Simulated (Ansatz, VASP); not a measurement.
## CaO: VASP beside Ansatz

```xyz
2
Lattice="0.0000 2.4507 2.4507 2.4507 0.0000 2.4507 2.4507 2.4507 0.0000" Properties=species:S:1:pos:R:3 pbc="T T T"
Ca    0.0000    0.0000    0.0000
O     2.4507    2.4507    2.4507
```

Change from the starting cell: volume scaled by 1.06.

Alike in both runs: task single point; functional PBEsol; k mesh 10 × 10 × 10; occupations fermi-dirac, width 0.05 eV; no spin polarisation.

```csv
,VASP,Ansatz
version,VASP 6.6.1,Ansatz 0.2.0
potentials or method,"VASP PAW PBE potentials, release 64 (Ca_sv, O), cutoff 520 eV","all-electron LAPW, scalar-relativistic"
```

Ansatz gave:

```
gap on the k mesh at the Fermi level (eV) : 3.57
least direct gap on the mesh (eV)         : 3.96
pressure (GPa)                            : -8.0
```

Problem. Which values does VASP return?

Solution. gap on the k mesh at the Fermi level (eV): 3.55; least direct gap on the mesh (eV): 3.94; pressure (GPa): -7.6.

VASP's potentials were made for PBE, not for PBEsol. Ansatz ran all-electron here, and VASP with PAW potentials.
